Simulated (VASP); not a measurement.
A run of VASP 6.6.1 is set up as follows.

File INCAR:

```
SYSTEM = AlAs
PREC = Accurate
ENCUT = 500
EDIFF = 1E-6
ISMEAR = 0
SIGMA = 0.01
LREAL = .False.
LASPH = .True.
NELM = 120
ALGO = Normal
ISIF = 2
LWAVE = .False.
LCHARG = .False.
GGA = PE
IVDW = 13
NBANDS = 11
GGA_COMPAT = .False.
```

The input KPOINTS:

```
regular mesh
0
Gamma
  6 6 6
  0 0 0
```

Contents of POSCAR:

```
AlAs
1.0
    0.0000000000      2.8319327702      2.8319327702
    2.8319327702      0.0000000000      2.8319327702
    2.8319327702      2.8319327702      0.0000000000
Al As
1 1
Direct
    0.0000000000      0.0000000000      0.0000000000
    0.2500000000      0.2500000000      0.2500000000
```

Potentials or basis: VASP PAW PBE potentials, release 64 (Al, As).

Launch:

```console
$ cat potpaw_PBE.64/Al/POTCAR potpaw_PBE.64/As/POTCAR > POTCAR
$ mpirun -np 1 vasp_std > vasp.out
```

(1) What does it give for the dispersion energy per atom?

(2) Estimate the band gap on the k mesh.

## Answers

(1) -0.336 eV.

(2) 1.43 eV, indirect (least direct gap 2.05 eV).
